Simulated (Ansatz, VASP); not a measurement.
**ZnSe: VASP beside Ansatz**

Contents of POSCAR:

```
ZnSe
1.0
    0.0000000000      2.7196274243      2.9462630429
    2.7196274243      0.0000000000      2.9462630429
    2.7196274243      2.7196274243      0.0000000000
Zn Se
1 1
Direct
    0.0000000000      0.0000000000      0.0000000000
    0.7500000000      0.7500000000      0.7500000000
```

The input INCAR.step1:

```
SYSTEM = ZnSe
ALGO = Normal
EDIFF = 1E-4
ENCUT = 520
GGA = PE
ISMEAR = 0
LASPH = .TRUE.
LCHARG = .FALSE.
LREAL = .FALSE.
LWAVE = .TRUE.
NBANDS = 16
NELM = 100
PREC = Accurate
SIGMA = 0.05
```

File INCAR.step2:

```
SYSTEM = ZnSe
ALGO = Normal
EDIFF = 1E-6
ENCUT = 520
ISIF = 2
ISMEAR = 0
ISTART = 1
LASPH = .TRUE.
LCHARG = .TRUE.
LELF = .TRUE.
LMIXTAU = .TRUE.
LREAL = .FALSE.
LVHAR = .TRUE.
LWAVE = .FALSE.
METAGGA = R2SCAN
NBANDS = 16
NELM = 100
PREC = Accurate
SIGMA = 0.05
```

File KPOINTS:

```
k-points
0
G
  8 8 8
  0 0 0
```

Input for Ansatz:

```yaml
crystal:
  lattice:
    - [0.0, 2.7196274243, 2.9462630429]
    - [2.7196274243, 0.0, 2.9462630429]
    - [2.7196274243, 2.7196274243, 0.0]
  atoms:
    - { symbol: Zn, position: [0.0, 0.0, 0.0] }
    - { symbol: Se, position: [0.75, 0.75, 0.75] }
basis:
  ecutwfc: 500
kpoints:
  mp_grid: { grid: [8, 8, 8] }
hamiltonian:
  xc: r2scan
scf:
  occupations: { method: gaussian, width: 0.05 }
output:
  forces: true
  stress: true
  eigenvalues: true
```

Change from the starting cell: strain -0.040 along x and y, +0.040 along z, atoms carried along.

Alike in both runs: task single point; functional r2SCAN; k mesh 8 × 8 × 8; occupations gaussian, width 0.05 eV; no spin polarisation.

|  | VASP | Ansatz |
| --- | --- | --- |
| version | VASP 6.6.1 | Ansatz 0.2.0 |
| potentials or method | VASP PAW PBE potentials, release 64 (Zn, Se), cutoff 520 eV | scalar-relativistic, plane waves, PAW |
| valence electrons in the cell | 18 | 28 |

```csv
,VASP,Ansatz,Ansatz less VASP
gap on the k mesh at the Fermi level (eV),1.91,1.90,-0.007
least direct gap on the mesh (eV),1.91,1.90,-0.007
pressure (GPa),3.0,2.9,-0.12
"traceless stress, the component that is largest in VASP (GPa)",-2.26,-2.29,-0.031
```

VASP's potentials were made for PBE, not for r2SCAN. With one functional, cell and mesh, what is left measures potentials, basis and numerics. VASP's potentials hold 18 valence electrons a cell and Ansatz's 28, so a difference there can come from the potentials and not from the codes.
